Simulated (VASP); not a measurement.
Here is a VASP 6.6.1 calculation.

INCAR

```
  PREC = Accurate
  ENCUT = 520
  EDIFF = 1E-6
  ISMEAR = 1
  SIGMA = 0.1
  LREAL = F
  LASPH = T
  NELM = 100
  ALGO = Fast
  ISIF = 2
  LWAVE = F
  LCHARG = F
  GGA = PS
  NBANDS = 40
```

KPOINTS

```
regular mesh
0
Gamma
  12 12 6
```

POSCAR

```
In2Sb
1.0
    5.3799042018      0.0000000000      0.0000000000
   -2.6899521009      4.6591337087      0.0000000000
    0.0000000000      0.0000000000      6.7225520000
In Sb
4 2
Direct
    0.6666666667      0.3333333333      0.2500000000
    0.3333333333      0.6666666667      0.7500000000
    0.0000000000      0.0000000000      0.5000000000
    0.0000000000      0.0000000000      0.0000000000
    0.6666666667      0.3333333333      0.7500000000
    0.3333333333      0.6666666667      0.2500000000
```

Potentials or basis: VASP PAW PBE potentials, release 64 (In_d, Sb).

Launch:

```console
$ cat potpaw_PBE.64/In_d/POTCAR potpaw_PBE.64/Sb/POTCAR > POTCAR
$ mpirun -np 1 vasp_std > vasp.out
```

(1) Estimate the pressure.

(2) Estimate the band gap on the k mesh.

Results:

(1) -2.6 GPa.

(2) zero (bands 31 and 32 overlap by 2.07 eV).

Caveat: the PAW data sets were made with another functional, which shifts forces and pressure a little; spin-orbit coupling is left out, which moves the levels of the heavy elements.
